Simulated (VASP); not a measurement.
Runs of VASP 6.6.1 on InSe. The structure is that of space group R3m (No. 160), or close to it. The cells are those of the table. 

```tsv
cell	gap on the mesh (eV)	pressure (GPa)	largest force (eV/Å)
a = 7.996 Å, angles 27.4°, 4 atoms	0.76	(c)	0.02
a = 8.163 Å, angles 27.5°, 4 atoms	0.56	5.1	0.02
a = 7.851 Å, angles 26.7°, 4 atoms	0.49	(a)	(b)
a = 8.726 Å, angles 26.6°, 4 atoms	0.33	0.0	0.02
```

Alike in all rows: task single point; level PBEsol; potentials or basis VASP PAW PBE potentials, release 64 (In_d, Se); no spin polarisation; k mesh 6 × 6 × 6; cutoff (eV) 520; smearing gaussian 0.01 eV.

Fill in the values left out.

(a) 20.2; (b) 0.03; (c) 10.1.

Caveats: the PAW data sets were made with another functional, which shifts forces and pressure a little; spin-orbit coupling is left out, which moves the levels of the heavy elements.

A k mesh can miss the band edges, and the runs leave out spin-orbit coupling on In, Se.
